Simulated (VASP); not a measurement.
Input of a VASP 6.6.1 run:

Contents of INCAR:

```
SYSTEM = Mg3O5
PREC = Accurate ; ENCUT = 520
EDIFF = 1E-6 ; ISMEAR = 0
SIGMA = 0.05 ; LREAL = .False.
LASPH = .True. ; NELM = 150
ALGO = Normal ; ISIF = 2
LWAVE = .False. ; LCHARG = .True.
ISPIN = 2 ; MAGMOM = 0 0 0 0 2 0 0 0
LORBIT = 11 ; LDIPOL = .True.
IDIPOL = 3 ; DIPOL = 0.5 0.5 0.365
GGA = PE ; LELF = .True.
LVHAR = .True. ; LVACPOTAV = .True.
NBANDS = 32
```

The input KPOINTS:

```
Automatic mesh
0
Gamma
  9 9 1
  0 0 0
```

File POSCAR:

```
Mg3O5
1.0
    3.0085896345      0.0000000000      0.0000000000
   -1.5042948172      2.6055150530      0.0000000000
    0.0000000000      0.0000000000     22.6402161784
O Mg
5 3
Direct
    0.3333333333      0.6666666667      0.1766767582
    0.0000000000      0.0000000000      0.2851785115
    0.6666666667      0.3333333333      0.3912489372
    0.3333333333      0.6666666667      0.4920543201
    0.3333333333      0.6666666667      0.5527331752
    0.6666666667      0.3333333333      0.2309276348
    0.3333333333      0.6666666667      0.3403531132
    0.0000000000      0.0000000000      0.4520540599
```

Potentials or basis: VASP PAW PBE potentials, release 64 (O, Mg).

The run is started by

```sh
$ cat potpaw_PBE.64/O/POTCAR potpaw_PBE.64/Mg/POTCAR > POTCAR
$ mpirun -np 1 vasp_std > vasp.out
```

Predict the largest force.

2.260 eV/Å.

Estimate the net moment.

1.15 μB per cell.

Forces on the atoms (eV/Å):
```
O    0.000  0.000  1.132
O    0.000  0.000  0.227
O    0.000  0.000  1.384
O    0.000  0.000  0.954
O    0.000  0.000  0.379
Mg   0.000  0.000 -1.210
Mg   0.000  0.000 -0.607
Mg   0.000  0.000 -2.260
```
